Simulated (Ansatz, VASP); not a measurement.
# One calculation of Al5BP6, two programs

```xyz
12
Lattice="0.0000 0.0000 6.2023 6.5359 0.0000 0.0000 -3.2679 5.6602 0.0000" Properties=species:S:1:pos:R:3 pbc="T T T"
Al    1.1823    5.6602    0.0020
Al    1.0428    1.8062    0.0020
Al   -2.2251    3.8540    0.0020
Al    3.2679    1.8867    3.1041
Al    0.0000    3.7735    3.1041
B     0.0000    0.0000    3.0903
P     4.6297    0.0000    2.3934
P     0.9531    1.6507    2.3934
P    -2.3149    4.0095    2.3934
P     0.0000    0.0000    5.1178
P     3.2679    1.8867    5.4797
P     0.0000    3.7735    5.4797
```

Alike in both runs: task single point; functional PBE; k mesh 2 × 3 × 3; occupations gaussian, width 0.1 eV; no spin polarisation.

```csv
,VASP,Ansatz
version,VASP 6.6.1,Ansatz 0.2.0
potentials or method,"VASP PAW PBE potentials, release 64 (Al, B, P), cutoff 520 eV","scalar-relativistic, plane waves, PAW"
valence electrons in the cell,48,48
```

Ansatz gave:

- gap on the k mesh at the Fermi level (eV): 1.70
- least direct gap on the mesh (eV): 1.99
- pressure (GPa): 0.0
- traceless stress, the component that is largest in VASP (GPa): 0.06
- rms of the force components (eV/Å): 0.014

Problem. Estimate VASP's values.

Solution. gap on the k mesh at the Fermi level (eV): 1.69; least direct gap on the mesh (eV): 1.99; pressure (GPa): -0.1; traceless stress, the component that is largest in VASP (GPa): 0.06; rms of the force components (eV/Å): 0.014.

Atom by atom the forces differ by 0.001 eV/Å (rms over components).

The k mesh is coarse, so the values compare programs but aren't converged.
